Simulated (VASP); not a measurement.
# Sr (I4_1/amd) in VASP: single point with PBE

Aim: the single point of Sr with PBE.

Everything below comes from runs of VASP 6.6.1. Logs are shortened: lines on timing, memory, paths and dates and some standing lists are left out, and cuts for length are marked.

## (1) The cell of the first run

The structure is tetragonal, space group I4_1/amd (No. 141). Conventional cell: a = 6.390 Å, b = 6.390 Å, c = 3.453 Å, α = 90.00°, β = 90.00°, γ = 90.00°. Within 4.4 Å of Sr (site symmetry -4m2) lie 10 Sr at 3.31 to 4.11 Å.

## (2) Single point, PBE

Contents of INCAR:

```
SYSTEM = Sr
PREC = Accurate
ENCUT = 520
EDIFF = 1E-7
ISMEAR = -1
SIGMA = 0.05
LREAL = .False.
LASPH = .True.
NELM = 80
ALGO = Normal
ISIF = 2
LWAVE = .False.
LCHARG = .False.
GGA = PE
NBANDS = 17
```

Contents of KPOINTS:

```
regular mesh
0
Gamma
  12 12 12
  0 0 0
```

Contents of POSCAR:

```
Sr
1.0
   -3.1948436748      3.1948436748      1.7266300212
    3.1948436748     -3.1948436748      1.7266300212
    3.1948436748      3.1948436748     -1.7266300212
Sr
2
Direct
   -0.3750000000     -0.1250000000     -0.2500000000
    0.3750000000      0.1250000000      0.2500000000
```

Potentials or basis: VASP PAW PBE potentials, release 64 (Sr_sv).

On the command line:

```bash
cat potpaw_PBE.64/Sr_sv/POTCAR > POTCAR
mpirun -np 1 vasp_std > vasp.out
```

OUTCAR:

```text
SYSTEM = Sr
   PREC = Accurate
   ENCUT = 520
   EDIFF = 1E-7
   ISMEAR = -1
   LREAL = .False.
   LASPH = .True.
   NELM = 80
   ISIF = 2
   GGA = PE

 ion  position               nearest neighbor table
   1  0.625  0.875  0.750-   2 3.31   2 3.31   2 3.31   2 3.31   2 4.11   2 4.11   2 4.11   2 4.11

   2  0.375  0.125  0.250-   1 3.31   1 3.31   1 3.31   1 3.31   1 4.11   1 4.11   1 4.11   1 4.11

  LATTYP: Found a body centered tetragonal cell.
 ALAT       =     6.3896873496
 C/A-ratio  =     0.5404427249

  Lattice vectors:

 A1 = (  -3.1948436748,   3.1948436748,   1.7266300212)
 A2 = (   3.1948436748,  -3.1948436748,   1.7266300212)
 A3 = (   3.1948436748,   3.1948436748,  -1.7266300212)

Analysis of symmetry for initial positions (statically):
=====================================================================
 Subroutine PRICEL returns:
 Original cell was already a primitive cell.

 Routine SETGRP: Setting up the symmetry group for a
 body centered tetragonal supercell.

 Subroutine GETGRP returns: Found 16 space group operations
 (whereof  4 operations were pure point group operations)
 out of a pool of 16 trial point group operations.

The static configuration has the point symmetry C_2h.
 The point group associated with its full space group is D_4h.

Analysis of symmetry for dynamics (positions and initial velocities):
=====================================================================
 Subroutine PRICEL returns:
 Original cell was already a primitive cell.

 Routine SETGRP: Setting up the symmetry group for a
 body centered tetragonal supercell.

 Subroutine GETGRP returns: Found 16 space group operations
 (whereof  4 operations were pure point group operations)
 out of a pool of 16 trial point group operations.

The dynamic configuration has the point symmetry C_2h.
 The point group associated with its full space group is D_4h.

 Subroutine INISYM returns: Found 16 space group operations
 (whereof  4 operations are pure point group operations),
 and found     1 'primitive' translations

----------------------------------------------------------------------------------------

                                     Primitive cell

  volume of cell :      70.4950

  direct lattice vectors                    reciprocal lattice vectors
    -3.194843675  3.194843675  1.726630021     0.000000000  0.156502180  0.289581435
     3.194843675 -3.194843675  1.726630021     0.156502180  0.000000000  0.289581435
     3.194843675  3.194843675 -1.726630021     0.156502180  0.156502180  0.000000000

  length of vectors
     4.836869178  4.836869178  4.836869178     0.329166128  0.329166128  0.221327506

  position of ions in fractional coordinates (direct lattice)
     0.625000000  0.875000000  0.750000000
     0.375000000  0.125000000  0.250000000

  ion indices of the primitive-cell ions
   primitive index   ion index
                 1           1
                 2           2

----------------------------------------------------------------------------------------

 KPOINTS: regular mesh

Automatic generation of k-mesh.
 Grid dimensions read from file:
 generate k-points for:   12   12   12

 Generating k-lattice:

  Cartesian coordinates                     Fractional coordinates (reciprocal lattice)
     0.000000000  0.013041848  0.024131786     0.083333333  0.000000000  0.000000000
     0.013041848  0.000000000  0.024131786     0.000000000  0.083333333  0.000000000
     0.013041848  0.013041848  0.000000000     0.000000000  0.000000000  0.083333333

  Length of vectors
     0.027430511  0.027430511  0.018443959

  Shift w.r.t. Gamma in fractional coordinates (k-lattice)
     0.000000000  0.000000000  0.000000000

 Subroutine IBZKPT returns following result:
 ===========================================

 Found    163 irreducible k-points:

 Following reciprocal coordinates:
            Coordinates               Weight
  0.000000  0.000000  0.000000      1.000000
  0.083333  0.000000  0.000000      8.000000
  0.166667 -0.000000  0.000000      8.000000
  0.250000 -0.000000  0.000000      8.000000
  0.333333 -0.000000  0.000000      8.000000
  0.416667  0.000000  0.000000      8.000000
[... 16 lines left out ...]
  0.500000  0.166667  0.000000     16.000000
 -0.416667  0.166667 -0.000000     16.000000
 [... further k-points ...]
   k-points           NKPTS =    163   k-points in BZ     NKDIM =    163   number of bands    NBANDS=     17
   number of dos      NEDOS =    301   number of ions     NIONS =      2
   total plane-waves  NPLWV =  46656
   dimension x,y,z NGX =    36 NGY =   36 NGZ =   36
   dimension x,y,z NGXF=    72 NGYF=   72 NGZF=   72
   ions per type =               2
   NGX,Y,Z   is equivalent  to a cutoff of  12.37, 12.37, 12.37 a.u.
   NGXF,Y,Z  is equivalent  to a cutoff of  24.75, 24.75, 24.75 a.u.
 SYSTEM =  Sr
   PREC   = accura    normal or accurate (medium, high low for compatibility)
   ISTART =      0    job   : 0-new  1-cont  2-samecut
   ICHARG =      2    charge: 1-file 2-atom 10-const
   ISPIN  =      1    spin polarized calculation?
   LNONCOLLINEAR =      F non collinear calculations
   LSORBIT =      F    spin-orbit coupling
   LASPH  =      T    aspherical Exc in radial PAW
   ENCUT  =  520.0 eV  38.22 Ry    6.18 a.u.   8.99  8.99  8.99*2*pi/ulx,y,z
   NELM   =     80;   NELMIN=  2; NELMDL= -5     # of ELM steps
   EDIFF  = 0.1E-06   stopping-criterion for ELM
   LREAL  =      F    real-space projection
   EDIFFG = 0.1E-05   stopping-criterion for IOM
   NSW    =      0    number of steps for IOM
   IBRION =     -1    ionic relax: 0-MD 1-quasi-New 2-CG
   NFREE  =      0    steps in history (QN), initial steepest desc. (CG)
   ISIF   =      2    stress and relaxation
   ISYM   =      2    0-nonsym 1-usesym 2-fastsym
   POTIM  = 0.5000    time-step for ionic-motion
   TEBEG  =    0.0;   TEEND  =   0.0 temperature during run
   PSTRESS=    0.0 pullay stress
   NELECT =      20.0000    total number of electrons
   NUPDOWN=      -1.0000    fix difference up-down
   EMIN   =  10.00;   EMAX   =-10.00  energy-range for DOS
   EFERMI =   0.00;   METHOD = LEGACY
   ISMEAR =    -1;   SIGMA  =   0.05  broadening in eV -4-tet -1-fermi 0-gaus
   EFERMI_NEDOS =   21; number of points for ismear=-14 and -15
   IALGO  =     38    algorithm
   IMIX   =      4    mixing-type and parameters
     AMIX     =   0.40;   BMIX     =  1.00
     AMIX_MAG =   1.60;   BMIX_MAG =  1.00
  volume/ion in A,a.u.               =      35.25       237.86
  Fermi-wavevector in a.u.,A,eV,Ry     =   1.075719  2.032813 15.744259  1.157170
  Thomas-Fermi vector in A             =   2.211583
   LORBIT       =      0    0 simple, 1 ext, 2 COOP (PROOUT), +10 PAW based schemes
   GGA     = PE    functional components
   LHFCALC =     F    Hartree Fock is set to
   AEXX    =    0.0000 exact exchange contribution
   IVDW    =     0    specifies the selected vdW correction
   LEPSILON=     F    determine dielectric tensor
   LRPA    =     F    only Hartree local field effects (RPA)
 non-spin polarized calculation
  energy-cutoff  :      520.00
  volume of cell :       70.50
 maximum number of plane-waves:      1950
   NGX = 17   NGY = 17   NGZ = 17

 number of electron      20.0000000 magnetization

 Free energy of the ion-electron system (eV)
  ---------------------------------------------------
  ext. energy  EPLUGINS =         0.00000000
  ---------------------------------------------------
  free energy    TOTEN  =        -2.04656157 eV

  energy without entropy =       -2.03969879  energy(sigma->0) =       -2.04313018

 E-fermi :   3.1018     XC(G=0):  -8.8355

 val. band max:        3.1007208018   @ k =  -0.2500  -0.2500   0.1667
 cond. band min:       3.1196913797   @ k =  -0.2500   0.5000   0.2500
 fundamental gap:      0.0189705780
 Fermi energy:         3.1018301793

 k-point     1 :       0.0000    0.0000    0.0000
  band No.  band energies     occupation
      1     -32.8843      2.00000
      2     -32.6578      2.00000
      3     -15.2720      2.00000
      4     -15.2720      2.00000
      5     -14.4881      2.00000
      6     -14.4783      2.00000
[... 9 lines left out ...]
     16       7.8850      0.00000
     17       7.8850      0.00000

 k-point     2 :       0.0833    0.0000    0.0000
  band No.  band energies     occupation
      1     -32.8764      2.00000
      2     -32.6566      2.00000
      3     -15.2668      2.00000
      4     -15.2494      2.00000
      5     -14.5441      2.00000
      6     -14.5348      2.00000
[... 9 lines left out ...]
     16       8.2878      0.00000
     17       8.4004      0.00000

 k-point     3 :       0.1667   -0.0000    0.0000
  band No.  band energies     occupation
      1     -32.8543      2.00000
      2     -32.6539      2.00000
      3     -15.2522      2.00000
      4     -15.1898      2.00000
      5     -14.7000      2.00000
      6     -14.6687      2.00000
[... 9 lines left out ...]
     16       7.5147      0.00000
     17       7.9121      0.00000

 k-point     4 :       0.2500   -0.0000    0.0000
  band No.  band energies     occupation
      1     -32.8229      2.00000
      2     -32.6513      2.00000
      3     -15.2318      2.00000
      4     -15.1284      2.00000
      5     -14.8999      2.00000
      6     -14.8212      2.00000
[... 9 lines left out ...]
     16       6.9648      0.00000
     17       7.3469      0.00000

 k-point     5 :       0.3333   -0.0000    0.0000
  band No.  band energies     occupation
      1     -32.7893      2.00000
      2     -32.6507      2.00000
      3     -15.2108      2.00000
      4     -15.1789      2.00000
      5     -15.0639      2.00000
      6     -14.8716      2.00000
[... 9 lines left out ...]
     16       7.1657      0.00000
     17       7.7567      0.00000

 k-point     6 :       0.4167    0.0000    0.0000
  band No.  band energies     occupation
      1     -32.7620      2.00000
      2     -32.6527      2.00000
      3     -15.2965      2.00000
      4     -15.1950      2.00000
      5     -15.1745      2.00000
      6     -14.8107      2.00000
[... 9 lines left out ...]
     16       7.7505      0.00000
     17       8.0930      0.00000

 k-point     7 :       0.5000   -0.0000    0.0000
  band No.  band energies     occupation
      1     -32.7511      2.00000
      2     -32.6543      2.00000
      3     -15.3439      2.00000
      4     -15.2156      2.00000
      5     -15.1891      2.00000
      6     -14.7652      2.00000
[... 9 lines left out ...]
     16       7.6165      0.00000
     17       8.0214      0.00000

 k-point     8 :       0.0833    0.0833    0.0000
  band No.  band energies     occupation
      1     -32.8579      2.00000
      2     -32.6504      2.00000
      3     -15.2308      2.00000
      4     -15.2308      2.00000
      5     -14.6896      2.00000
      6     -14.6710      2.00000
[... 9 lines left out ...]
     16       7.8140      0.00000
     17       7.8160      0.00000
[... 203 lines left out ...]
      1     -32.7990      2.00000
      2     -32.6411      2.00000
      3     -15.2189      2.00000
      4     -15.1554      2.00000
      5     -15.0096      2.00000
      6     -15.0029      2.00000
[... 9 lines left out ...]
     16       7.1997      0.00000
     17       7.5979      0.00000

 k-point    20 :       0.2500    0.1667    0.0000
  band No.  band energies     occupation
      1     -32.7708      2.00000
      2     -32.6441      2.00000
      3     -15.3149      2.00000
      4     -15.1773      2.00000
      5     -15.0892      2.00000
      6     -14.9879      2.00000
[... 9 lines left out ...]
     16       7.5531      0.00000
     17       8.8370      0.00000

 k-point    21 :       0.3333    0.1667    0.0000
  band No.  band energies     occupation
      1     -32.7511      2.00000
      2     -32.6543      2.00000
      3     -15.3670      2.00000
      4     -15.2145      2.00000
      5     -15.1089      2.00000
      6     -14.9180      2.00000
[... 9 lines left out ...]
     16       7.5193      0.00000
     17       8.1966      0.00000

 k-point    22 :       0.4167    0.1667    0.0000
  band No.  band energies     occupation
      1     -32.7472      2.00000
      2     -32.6674      2.00000
      3     -15.3360      2.00000
      4     -15.1824      2.00000
      5     -15.1228      2.00000
      6     -14.8412      2.00000
[... 9 lines left out ...]
     16       7.4863      0.00000
     17       7.7623      0.00000

 k-point    23 :       0.5000    0.1667    0.0000
  band No.  band energies     occupation
      1     -32.7637      2.00000
      2     -32.6760      2.00000
      3     -15.2524      2.00000
      4     -15.1124      2.00000
      5     -15.0846      2.00000
      6     -14.7613      2.00000
[... 9 lines left out ...]
     16       7.1364      0.00000
     17       7.9252      0.00000

 k-point    24 :      -0.4167    0.1667   -0.0000
  band No.  band energies     occupation
      1     -32.7943      2.00000
      2     -32.6796      2.00000
      3     -15.2236      2.00000
      4     -15.0308      2.00000
      5     -14.9547      2.00000
      6     -14.7416      2.00000
[... 9 lines left out ...]
     16       6.9566      0.00000
     17       7.7624      0.00000

 [... further k-points ...]

------------------------ aborting loop because EDIFF is reached ----------------------------------------

  FORCE on cell =-STRESS in cart. coord.  units (eV):
  Direction    XX          YY          ZZ          XY          YZ          ZX
  --------------------------------------------------------------------------------------
  -------------------------------------------------------------------------------------
  Total        3.6431749      3.6431749      3.6388713     -0.0000000     -0.0000000     -0.0000000
  in kB       82.8003351     82.8003351     82.7025256     -0.0000000     -0.0000000     -0.0000000
  external PRESSURE =      82.7677319 kB  Pullay stress =       0.0000000 kB

 VOLUME and BASIS-vectors are now :
 -----------------------------------------------------------------------------
  energy-cutoff  :      520.00
  volume of cell :       70.50
      direct lattice vectors                 reciprocal lattice vectors
    -3.194843675  3.194843675  1.726630021     0.000000000  0.156502180  0.289581435
     3.194843675 -3.194843675  1.726630021     0.156502180  0.000000000  0.289581435
     3.194843675  3.194843675 -1.726630021     0.156502180  0.156502180  0.000000000

 POSITION                                       TOTAL-FORCE (eV/Angst)
 -----------------------------------------------------------------------------------
      3.19484      1.59742      1.29497         0.000000      0.000000      0.000000
     -0.00000      1.59742      0.43166        -0.000000     -0.000000     -0.000000
 -----------------------------------------------------------------------------------
    total drift:                               -0.000000     -0.000000      0.000000

  FREE ENERGIE OF THE ION-ELECTRON SYSTEM (eV)
  ---------------------------------------------------
  free  energy   TOTEN  =        -2.0465615652 eV

  energy  without entropy=       -2.0396987933  energy(sigma->0) =       -2.04313018
```

It took 2.7 min on 1 thread of Intel Xeon Platinum 8259CL at 2.50GHz (Skylake/Cascade Lake), shared host; peak memory 0.32 GiB.

Results:

```yaml
Free_energy: -2.0466 eV
Pressure: 8.3 GPa
Band_gap_on_the_k_mesh: zero (bands 10 and 11 overlap by 0.43 eV)
```

Levels at points of the mesh, in eV from the Fermi level:
```csv
k point,band 7,band 8,band 9,band 10,band 11,band 12,band 13,band 14
"(0.00, 0.00, 0.00)",-17.51,-17.51,-3.78,-1.13,0.88,1.14,1.96,4.27
"(0.50, 0.00, 0.00)",-17.77,-17.46,-0.84,-0.57,0.38,1.79,1.98,2.79
"(0.50, 0.50, 0.00)",-17.54,-17.54,-1.57,-1.57,1.17,1.17,2.46,2.46
"(0.50, 0.50, 0.50)",-17.40,-17.40,-0.91,-0.91,0.88,0.88,2.07,2.07
```

Caveat: the cell stands under pressure.
